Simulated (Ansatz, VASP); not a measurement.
HfO2 in VASP and in Ansatz

POSCAR

```
HfO2
1.0
    4.8382036358      0.0000000000      0.0000000000
    0.0000000000      4.8382036358      0.0000000000
    0.0000000000      0.0000000000      3.2203479147
Hf O
2 4
Direct
    0.0000000000      0.0000000000     -0.0621050909
    0.5000000000      0.5000000000      0.5000000000
    0.1949191830      0.8050808170      0.5000000000
    0.3050808170      0.3050808170      0.0000000000
    0.6949191830      0.6949191830      0.0000000000
    0.8050808170      0.1949191830      0.5000000000
```

The input INCAR.step1:

```
SYSTEM = HfO2
PREC = Accurate
ENCUT = 520
ISMEAR = 0
SIGMA = 0.05
LREAL = .False.
LASPH = .True.
NELM = 80
NBANDS = 31
GGA = PE
ALGO = Normal
EDIFF = 1E-4
LWAVE = .True.
LCHARG = .False.
```

The input INCAR.step2:

```
SYSTEM = HfO2
PREC = Accurate
ENCUT = 520
EDIFF = 1E-6
ISMEAR = 0
SIGMA = 0.05
LREAL = .False.
LASPH = .True.
NELM = 80
ALGO = Normal
ISIF = 2
LWAVE = .False.
LCHARG = .False.
METAGGA = R2SCAN
LMIXTAU = .True.
NBANDS = 31
ISTART = 1
```

Contents of KPOINTS:

```
regular mesh
0
Gamma
  6 6 8
  0 0 0
```

Input for Ansatz:

```yaml
crystal:
  lattice:
    - [4.8382036358, 0.0, 0.0]
    - [0.0, 4.8382036358, 0.0]
    - [0.0, 0.0, 3.2203479147]
  atoms:
    - { symbol: Hf, position: [0.0, 0.0, -0.0621050909] }
    - { symbol: Hf, position: [0.5, 0.5, 0.5] }
    - { symbol: O, position: [0.194919183, 0.805080817, 0.5] }
    - { symbol: O, position: [0.305080817, 0.305080817, 0.0] }
    - { symbol: O, position: [0.694919183, 0.694919183, 0.0] }
    - { symbol: O, position: [0.805080817, 0.194919183, 0.5] }
basis:
  ecutwfc: 500
kpoints:
  mp_grid: { grid: [6, 6, 8] }
hamiltonian:
  xc: r2scan
scf:
  occupations: { method: gaussian, width: 0.05 }
output:
  forces: true
  stress: true
  eigenvalues: true
```

Alike in both runs: task single point; functional r2SCAN; k mesh 6 × 6 × 8; occupations gaussian, width 0.05 eV; no spin polarisation.

|  | VASP | Ansatz |
| --- | --- | --- |
| version | VASP 6.6.1 | Ansatz 0.2.0 |
| potentials or method | VASP PAW PBE potentials, release 64 (Hf_pv, O), cutoff 520 eV | scalar-relativistic, plane waves, PAW |
| valence electrons in the cell | 44 | 76 |

|  | VASP | Ansatz | Ansatz less VASP |
| --- | --- | --- | --- |
| gap on the k mesh at the Fermi level (eV) | 4.62 | 4.68 | +0.056 |
| least direct gap on the mesh (eV) | 4.62 | 4.68 | +0.056 |
| pressure (GPa) | -0.4 | 2.7 | +3.09 |
| traceless stress, the component that is largest in VASP (GPa) | -2.49 | -2.51 | -0.022 |
| rms of the force components (eV/Å) | 0.623 | 0.639 | +0.0157 |

VASP's potentials were made for PBE, not for r2SCAN. Atom by atom the forces differ by 0.028 eV/Å (rms over components). With one functional, cell and mesh, what is left measures potentials, basis and numerics. VASP's potentials hold 44 valence electrons a cell and Ansatz's 76, so a difference there can come from the potentials and not from the codes.

Neither program's run includes spin-orbit coupling.
